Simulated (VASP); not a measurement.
# Be2BCl2 (P-3m1) in VASP: a series of runs

The runs below take Be2BCl2 through single point, relaxation of cell and atoms, with PBE.

All numbers are computed with VASP 6.6.1; they aren't measurements. Logs are shortened: lines on timing, memory, paths and dates and some standing lists are left out, and cuts for length are marked.

### 1 The cell of the first run

The structure is trigonal, space group P-3m1 (No. 164). The conventional cell has a = 2.998 Å, b = 2.998 Å, c = 12.873 Å, α = 90.00°, β = 90.00°, γ = 120.00°. Within 2.8 Å of Be (site symmetry 3m) lie 3 Cl at 2.15 Å and 3 Be at 2.65 Å. Within 3.9 Å of B (site symmetry -3m) lie 6 B at 3.00 Å. Within 2.8 Å of Cl (site symmetry 3m) lie 3 Be at 2.15 Å.

The cell was generated, and may not be a known phase.

### 2 Single point, PBE

File INCAR:

```
SYSTEM = Be2BCl2
PREC     = Accurate       ! precision mode
ENCUT    = 520            ! plane-wave cutoff, eV
EDIFF    = 1E-6           ! SCF threshold, eV
ISMEAR   = 0              ! smearing method
SIGMA    = 0.1            ! smearing width, eV
LREAL    = .False.        ! projectors in reciprocal space
LASPH    = .True.         ! aspherical terms in the spheres
NELM     = 80             ! most SCF steps
ALGO     = Normal         ! electronic algorithm
ISIF     = 2              ! what is computed and relaxed
LWAVE    = .False.        ! write WAVECAR
LCHARG   = .False.        ! write CHGCAR
GGA      = PE             ! functional
NBANDS   = 18             ! bands
```

File KPOINTS:

```
Automatic mesh
0
Gamma
  15 15 4
  0 0 0
```

File POSCAR:

```
Be2BCl2
1.0
    2.9977763569      0.0000000000      0.0000000000
   -1.4988881785      2.5961504799      0.0000000000
    0.0000000000      0.0000000000     12.8725713586
Be B Cl
2 1 2
Direct
    0.6666666667      0.3333333333      0.4221124334
    0.3333333333      0.6666666667      0.5778875666
    0.0000000000      0.0000000000      0.0000000000
    0.3333333333      0.6666666667      0.3235355779
    0.6666666667      0.3333333333      0.6764644221
```

Potentials or basis: VASP PAW PBE potentials, release 64 (Be, B, Cl).

The run is started by

```sh
$ cat potpaw_PBE.64/Be/POTCAR potpaw_PBE.64/B/POTCAR potpaw_PBE.64/Cl/POTCAR > POTCAR
$ mpirun -np 1 vasp_std > vasp.out
```

OUTCAR:

```text
SYSTEM = Be2BCl2
   PREC = Accurate
   ENCUT = 520
   EDIFF = 1E-6
   ISMEAR = 0
   LREAL = .False.
   LASPH = .True.
   NELM = 80
   ISIF = 2
   GGA = PE

 ion  position               nearest neighbor table
   1  0.667  0.333  0.422-   4 2.15   4 2.15   4 2.15
   2  0.333  0.667  0.578-   5 2.15   5 2.15   5 2.15
   3  0.000  0.000  0.000-
   4  0.333  0.667  0.324-   1 2.15   1 2.15   1 2.15
   5  0.667  0.333  0.676-   2 2.15   2 2.15   2 2.15

  LATTYP: Found a hexagonal cell.
 ALAT       =     2.9977763569
 C/A-ratio  =     4.2940399236

  Lattice vectors:

 A1 = (   2.9977763569,   0.0000000000,   0.0000000000)
 A2 = (  -1.4988881785,   2.5961504799,   0.0000000000)
 A3 = (   0.0000000000,   0.0000000000,  12.8725713586)

Analysis of symmetry for initial positions (statically):
=====================================================================
 Subroutine PRICEL returns:
 Original cell was already a primitive cell.

 Routine SETGRP: Setting up the symmetry group for a
 hexagonal supercell.

 Subroutine GETGRP returns: Found 12 space group operations
 (whereof 12 operations were pure point group operations)
 out of a pool of 24 trial point group operations.

The static configuration has the point symmetry D_3d.

Analysis of symmetry for dynamics (positions and initial velocities):
=====================================================================
 Subroutine PRICEL returns:
 Original cell was already a primitive cell.

 Routine SETGRP: Setting up the symmetry group for a
 hexagonal supercell.

 Subroutine GETGRP returns: Found 12 space group operations
 (whereof 12 operations were pure point group operations)
 out of a pool of 24 trial point group operations.

The dynamic configuration has the point symmetry D_3d.

 Subroutine INISYM returns: Found 12 space group operations
 (whereof 12 operations are pure point group operations),
 and found     1 'primitive' translations

----------------------------------------------------------------------------------------

                                     Primitive cell

  volume of cell :     100.1831

  direct lattice vectors                    reciprocal lattice vectors
     2.997776357  0.000000000  0.000000000     0.333580588  0.192592842  0.000000000
    -1.498888178  2.596150480  0.000000000     0.000000000  0.385185685  0.000000000
     0.000000000  0.000000000 12.872571359     0.000000000  0.000000000  0.077684557

  length of vectors
     2.997776357  2.997776357 12.872571359     0.385185685  0.385185685  0.077684557

  position of ions in fractional coordinates (direct lattice)
     0.666666667  0.333333333  0.422112433
     0.333333333  0.666666667  0.577887567
     0.000000000  0.000000000  0.000000000
     0.333333333  0.666666667  0.323535578
     0.666666667  0.333333333  0.676464422

  ion indices of the primitive-cell ions
   primitive index   ion index
                 1           1
                 2           2
                 3           3
                 4           4
                 5           5

----------------------------------------------------------------------------------------

 KPOINTS: Automatic mesh

Automatic generation of k-mesh.
 Grid dimensions read from file:
 generate k-points for:   15   15    4

 Generating k-lattice:

  Cartesian coordinates                     Fractional coordinates (reciprocal lattice)
     0.022238706  0.012839523  0.000000000     0.066666667 -0.000000000  0.000000000
     0.000000000  0.025679046  0.000000000     0.000000000  0.066666667  0.000000000
     0.000000000  0.000000000  0.019421139     0.000000000  0.000000000  0.250000000

  Length of vectors
     0.025679046  0.025679046  0.019421139

  Shift w.r.t. Gamma in fractional coordinates (k-lattice)
     0.000000000  0.000000000  0.000000000

 Subroutine IBZKPT returns following result:
 ===========================================

 Found    100 irreducible k-points:

 Following reciprocal coordinates:
            Coordinates               Weight
  0.000000  0.000000  0.000000      1.000000
  0.066667 -0.000000  0.000000      6.000000
  0.133333  0.000000  0.000000      6.000000
  0.200000 -0.000000  0.000000      6.000000
  0.266667  0.000000  0.000000      6.000000
  0.333333  0.000000  0.000000      6.000000
[... 16 lines left out ...]
  0.333333  0.200000  0.000000     12.000000
  0.400000  0.200000  0.000000      6.000000
 [... further k-points ...]
   k-points           NKPTS =    100   k-points in BZ     NKDIM =    100   number of bands    NBANDS=     18
   number of dos      NEDOS =    301   number of ions     NIONS =      5
   total plane-waves  NPLWV =  55296
   dimension x,y,z NGX =    24 NGY =   24 NGZ =   96
   dimension x,y,z NGXF=    48 NGYF=   48 NGZF=  192
   ions per type =               2   1   2
   NGX,Y,Z   is equivalent  to a cutoff of  13.31, 13.31, 12.40 a.u.
   NGXF,Y,Z  is equivalent  to a cutoff of  26.62, 26.62, 24.80 a.u.
 SYSTEM =  Be2BCl2
   PREC   = accura    normal or accurate (medium, high low for compatibility)
   ISTART =      0    job   : 0-new  1-cont  2-samecut
   ICHARG =      2    charge: 1-file 2-atom 10-const
   ISPIN  =      1    spin polarized calculation?
   LNONCOLLINEAR =      F non collinear calculations
   LSORBIT =      F    spin-orbit coupling
   LASPH  =      T    aspherical Exc in radial PAW
   ENCUT  =  520.0 eV  38.22 Ry    6.18 a.u.   5.57  5.57 23.93*2*pi/ulx,y,z
   NELM   =     80;   NELMIN=  2; NELMDL= -5     # of ELM steps
   EDIFF  = 0.1E-05   stopping-criterion for ELM
   LREAL  =      F    real-space projection
   EDIFFG = 0.1E-04   stopping-criterion for IOM
   NSW    =      0    number of steps for IOM
   IBRION =     -1    ionic relax: 0-MD 1-quasi-New 2-CG
   NFREE  =      0    steps in history (QN), initial steepest desc. (CG)
   ISIF   =      2    stress and relaxation
   ISYM   =      2    0-nonsym 1-usesym 2-fastsym
   POTIM  = 0.5000    time-step for ionic-motion
   TEBEG  =    0.0;   TEEND  =   0.0 temperature during run
   PSTRESS=    0.0 pullay stress
   NELECT =      21.0000    total number of electrons
   NUPDOWN=      -1.0000    fix difference up-down
   EMIN   =  10.00;   EMAX   =-10.00  energy-range for DOS
   EFERMI =   0.00;   METHOD = LEGACY
   ISMEAR =     0;   SIGMA  =   0.10  broadening in eV -4-tet -1-fermi 0-gaus
   EFERMI_NEDOS =   21; number of points for ismear=-14 and -15
   IALGO  =     38    algorithm
   IMIX   =      4    mixing-type and parameters
     AMIX     =   0.40;   BMIX     =  1.00
     AMIX_MAG =   1.60;   BMIX_MAG =  1.00
  volume/ion in A,a.u.               =      20.04       135.21
  Fermi-wavevector in a.u.,A,eV,Ry     =   0.972485  1.837731 12.867411  0.945728
  Thomas-Fermi vector in A             =   2.102788
   LORBIT       =      0    0 simple, 1 ext, 2 COOP (PROOUT), +10 PAW based schemes
   GGA     = PE    functional components
   LHFCALC =     F    Hartree Fock is set to
   AEXX    =    0.0000 exact exchange contribution
   IVDW    =     0    specifies the selected vdW correction
   LEPSILON=     F    determine dielectric tensor
   LRPA    =     F    only Hartree local field effects (RPA)
 non-spin polarized calculation
 Gauss-broadening in eV      SIGMA  =   0.10
  energy-cutoff  :      520.00
  volume of cell :      100.18
 maximum number of plane-waves:      2748
 NGX is ok and might be reduce to    24
   NGX = 11   NGY = 11   NGZ = 47

 number of electron      20.9999996 magnetization

 Free energy of the ion-electron system (eV)
  ---------------------------------------------------
  ext. energy  EPLUGINS =         0.00000000
  ---------------------------------------------------
  free energy    TOTEN  =       -14.43539676 eV

  energy without entropy =      -14.42525634  energy(sigma->0) =      -14.43032655

 E-fermi :   2.5213     XC(G=0):  -8.0361

 val. band max:        2.5116042737   @ k =   0.1333   0.0667   0.5000
 cond. band min:       2.5232787173   @ k =   0.4667   0.0667   0.0000
 fundamental gap:      0.0116744436
 Fermi energy:         2.5212686391

 k-point     1 :       0.0000    0.0000    0.0000
  band No.  band energies     occupation
      1     -16.1821      2.00000
      2     -16.1429      2.00000
      3      -5.7419      2.00000
      4      -4.4721      2.00000
      5      -4.4330      2.00000
      6      -0.7609      2.00000
[... 10 lines left out ...]
     17       8.5233      0.00000
     18       8.7199      0.00000

 k-point     2 :       0.0667   -0.0000    0.0000
  band No.  band energies     occupation
      1     -16.1256      2.00000
      2     -16.0867      2.00000
      3      -5.6789      2.00000
      4      -4.3942      2.00000
      5      -4.3850      2.00000
      6      -0.7474      2.00000
[... 10 lines left out ...]
     17       8.5004      0.00000
     18       8.7188      0.00000

 k-point     3 :       0.1333    0.0000    0.0000
  band No.  band energies     occupation
      1     -15.9599      2.00000
      2     -15.9221      2.00000
      3      -5.4940      2.00000
      4      -4.2466      2.00000
      5      -4.1617      2.00000
      6      -1.6235      2.00000
[... 10 lines left out ...]
     17       8.4942      0.00000
     18       8.6636      0.00000

 k-point     4 :       0.2000   -0.0000    0.0000
  band No.  band energies     occupation
      1     -15.6984      2.00000
      2     -15.6627      2.00000
      3      -5.2028      2.00000
      4      -4.0393      2.00000
      5      -3.7792      2.00000
      6      -2.7346      2.00000
[... 375 lines left out ...]
      4      -5.2134      2.00000
      5      -3.7266      2.00000
      6      -3.2301      2.00000
[... 10 lines left out ...]
     17       7.7126      0.00000
     18       8.8349      0.00000

 k-point    23 :       0.3333    0.2000    0.0000
  band No.  band energies     occupation
      1     -14.3950      2.00000
      2     -14.3834      2.00000
      3      -5.6700      2.00000
      4      -5.5915      2.00000
      5      -3.5802      2.00000
      6      -3.4630      2.00000
[... 10 lines left out ...]
     17       7.7859      0.00000
     18       8.4897      0.00000

 k-point    24 :       0.4000    0.2000    0.0000
  band No.  band energies     occupation
      1     -14.3089      2.00000
      2     -14.3027      2.00000
      3      -5.8121      2.00000
      4      -5.7307      2.00000
      5      -3.6587      2.00000
      6      -3.5634      2.00000
[... 10 lines left out ...]
     17       7.8862      0.00000
     18       8.2810      0.00000

 [... further k-points ...]
[... 5 lines left out ...]
  --------------------------------------------------------------------------------------
  -------------------------------------------------------------------------------------
  Total       -0.0415089     -0.0415089      0.0059320      0.0000000      0.0000000      0.0000000
  in kB       -0.6638310     -0.6638310      0.0948669      0.0000000      0.0000000      0.0000000
  external PRESSURE =      -0.4109317 kB  Pullay stress =       0.0000000 kB

 VOLUME and BASIS-vectors are now :
 -----------------------------------------------------------------------------
  energy-cutoff  :      520.00
  volume of cell :      100.18
      direct lattice vectors                 reciprocal lattice vectors
     2.997776357  0.000000000  0.000000000     0.333580588  0.192592842  0.000000000
    -1.498888178  2.596150480  0.000000000     0.000000000  0.385185685  0.000000000
     0.000000000  0.000000000 12.872571359     0.000000000  0.000000000  0.077684557

 POSITION                                       TOTAL-FORCE (eV/Angst)
 -----------------------------------------------------------------------------------
      1.49889      0.86538      5.43367        -0.000000      0.000000      0.010361
     -0.00000      1.73077      7.43890        -0.000000     -0.000000     -0.010361
      0.00000      0.00000      0.00000        -0.000000      0.000000      0.000000
     -0.00000      1.73077      4.16473         0.000000     -0.000000     -0.010527
      1.49889      0.86538      8.70784        -0.000000      0.000000      0.010527
 -----------------------------------------------------------------------------------
    total drift:                                0.000000     -0.000000     -0.000000

  FREE ENERGIE OF THE ION-ELECTRON SYSTEM (eV)
  ---------------------------------------------------
  free  energy   TOTEN  =       -14.4353967639 eV

  energy  without entropy=      -14.4252563386  energy(sigma->0) =      -14.43032655
```

Run time: 1.7 min. Hardware: 1 thread of AMD EPYC 9R45 (Zen 5), shared host; peak memory 0.3 GiB.

What came out:

- Free energy: -14.4354 eV
- Pressure: 0.0 GPa
- Largest force: 0.011 eV/Å
- Band gap on the k mesh: zero (an odd number of electrons rules out a gap without spin polarisation)

Forces in eV/Å, atoms in the order of the input:
```
Be   0.000  0.000  0.010
Be   0.000  0.000 -0.010
B    0.000  0.000  0.000
Cl   0.000  0.000 -0.011
Cl   0.000  0.000  0.011
```

Caveat: this functional lacks dispersion, which binds layers or chains, so the pressure and a relaxed spacing across them are unreliable; an odd number of electrons without spin polarisation forces a metal; a magnetic or distorted state may lie lower.

### 3 Relaxation of cell and atoms, PBE

This run uses another cell than the first one, of 19.58 Å³/atom.

File INCAR:

```
ALGO = Normal
EDIFF = 1E-6
EDIFFG = -0.01
ENCUT = 600
GGA = PE
IBRION = 2
ISIF = 3
ISMEAR = 0
LASPH = True
LCHARG = False
LREAL = False
LWAVE = False
NELM = 80
NSW = 100
PREC = Accurate
SIGMA = 0.1
```

File KPOINTS:

```
k-points
0
Gamma
  15 15 4
```

File POSCAR:

```
Be2BCl2
1.0
    3.0166083891      0.0000000000      0.0000000000
   -1.5083041946      2.6124594982      0.0000000000
    0.0000000000      0.0000000000     12.4232837166
Be B Cl
2 1 2
Direct
    0.6666666667      0.3333333333      0.4188343601
    0.3333333333      0.6666666667      0.5811656399
    0.0000000000      0.0000000000      0.0000000000
    0.3333333333      0.6666666667      0.3169622985
    0.6666666667      0.3333333333      0.6830377015
```

Potentials or basis: VASP PAW PBE potentials, release 64 (Be, B, Cl).

The run is started by

```sh
$ cat potpaw_PBE.64/Be/POTCAR potpaw_PBE.64/B/POTCAR potpaw_PBE.64/Cl/POTCAR > POTCAR
$ mpirun -np 1 vasp_std > vasp.out
```

Wall time 5.5 min (1 thread of AMD EPYC 9R45 (Zen 5), shared host); peak memory 0.32 GiB.

It converged, with:

| Property | Result |
| --- | --- |
| Free energy | -14.4350 eV |
| Relaxed volume | 19.32 Å³/atom |
| Relaxed cell | a = 2.997 Å, b = 2.997 Å, c = 12.421 Å, α = 90.00°, β = 90.00°, γ = 120.00° |
| Space group after relaxing (to 0.1 Å) | P-3m1 (No. 164) |
| Energy gained by relaxing | 0.7 meV/atom |
| Ionic steps | 10 |
| Pressure after relaxing | 0.0 GPa |
| Largest force after relaxing | 0.005 eV/Å |
| Band gap on the k mesh | zero (an odd number of electrons rules out a gap without spin polarisation) |

Forces in eV/Å, atoms in the order of the input:
```
Be   0.000  0.000 -0.005
Be   0.000  0.000  0.005
B    0.000  0.000  0.000
Cl   0.000  0.000  0.003
Cl   0.000  0.000 -0.003
```

Stress tensor (GPa, compression positive):
```
0.00 0.00 0.00
0.00 0.00 0.00
0.00 0.00 0.08
```

Step by step:
```csv
step,energy change (eV),largest force (eV/Å),pressure (GPa),volume (Å³)
1,0.0000,0.0200,-0.54,97.91
2,-0.0030,0.0355,-0.11,96.97
3,-0.0032,0.0403,0.01,96.70
4,-0.0032,0.0413,0.03,96.66
5,-0.0033,0.0149,0.00,96.68
6,-0.0033,0.0137,-0.01,96.68
7,-0.0033,0.0177,-0.01,96.69
8,-0.0033,0.0146,-0.01,96.68
9,-0.0034,0.0133,-0.01,96.67
10,-0.0034,0.0052,0.03,96.62
```

Final structure:
```xyz
5
Lattice="2.9970 0.0000 0.0000 -1.4985 2.5955 0.0000 0.0000 0.0000 12.4210" Properties=species:S:1:pos:R:3 pbc="T T T"
Be    1.4985    0.8652    5.2091
Be    0.0000    1.7303    7.2118
B     0.0000    0.0000    0.0000
Cl    0.0000    1.7303    3.9388
Cl    1.4985    0.8652    8.4822
```

Levels at points of the mesh, in eV from the Fermi level:
```csv
k point,band 9,band 10,band 11,band 12,band 13,band 14
"(0.00, 0.00, 0.00)",-2.86,-2.86,-0.58,4.47,5.04,5.08
"(0.00, 0.00, 0.50)",-2.86,-2.86,-0.47,3.96,5.08,5.08
```

Caveat: this functional lacks dispersion, which binds layers or chains, so the pressure and a relaxed spacing across them are unreliable; an odd number of electrons without spin polarisation forces a metal; a magnetic or distorted state may lie lower.
